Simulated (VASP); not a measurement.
Write the native input for VASP 6.6.1 that does the following.

```yaml
Task: relaxation of cell and atoms
Functional: PBE
Potentials_or_basis: VASP PAW PBE potentials, release 64 (La, O)
Cutoff: 600 eV
k_mesh: 4 × 4 × 4
Occupations: gaussian, width 0.1 eV
Spin: no spin polarisation
Dipole_correction: no
Further_INCAR_settings: ALGO = Normal; EDIFF = 1e-06; IBRION = 2; EDIFFG = -0.04; NSW = 90; ISIF = 3
```

The structure of LaO4 lies in POSCAR:

```
LaO4
1.0
    3.9284387900      0.0000000000      0.0000000000
    0.0000000000      3.9284387900      0.0000000000
    0.0000000000      0.0000000000      4.6348574900
La O
1 4
Direct
    0.5000000000      0.5000000000      0.0000000000
    0.5000000000      0.5000000000      0.3413856100
    0.5000000000      0.5000000000      0.6586143900
    0.0000000000      0.5000000000      0.6311259300
    0.5000000000      0.0000000000      0.3688740700
```

The cell was generated, and may not be a known phase.

One way to write it, as run:

INCAR

```
SYSTEM = LaO4
PREC     = Accurate       ! precision mode
ENCUT    = 600            ! plane-wave cutoff, eV
EDIFF    = 1E-6           ! SCF threshold, eV
ISMEAR   = 0              ! smearing method
SIGMA    = 0.1            ! smearing width, eV
LREAL    = .False.        ! projectors in reciprocal space
LASPH    = .True.         ! aspherical terms in the spheres
NELM     = 100            ! most SCF steps
ALGO     = Normal         ! electronic algorithm
ISIF     = 3              ! what is computed and relaxed
LWAVE    = .False.        ! write WAVECAR
LCHARG   = .False.        ! write CHGCAR
GGA      = PE             ! functional
IBRION   = 2              ! ionic algorithm
NSW      = 90             ! ionic steps
EDIFFG   = -0.04          ! ionic threshold
```

KPOINTS

```
Automatic mesh
0
Gamma
  4 4 4
  0 0 0
```

Potentials or basis: VASP PAW PBE potentials, release 64 (La, O).

Run with:

```bash
$ cat potpaw_PBE.64/La/POTCAR potpaw_PBE.64/O/POTCAR > POTCAR
$ mpirun -np 1 vasp_std > vasp.out
```

It gave:

| Property | Result |
| --- | --- |
| Relaxed volume | 20.86 Å³/atom |
| Relaxed cell | a = 4.109 Å, b = 4.109 Å, c = 6.179 Å, α = 90.00°, β = 90.00°, γ = 90.00° |
| Space group after relaxing (to 0.1 Å) | P-4m2 (No. 115) |
| Pressure after relaxing | -0.1 GPa |
| Largest force after relaxing | 0.023 eV/Å |
| Band gap on the k mesh | zero (an odd number of electrons rules out a gap without spin polarisation) |

Caveat: the k points lie up to 0.38 Å⁻¹ apart in the final cell, too coarse for converged energies and pressures of a metal; the volume moved by over 15 % at a fixed basis, so the end points are rough; spin-orbit coupling is left out, which moves the levels of the heavy elements; an odd number of electrons without spin polarisation forces a metal; a magnetic or distorted state may lie lower.

Run time: 25 min on 1 thread of Intel Xeon 8259CL, on a shared host, peak memory 0.24 GiB.
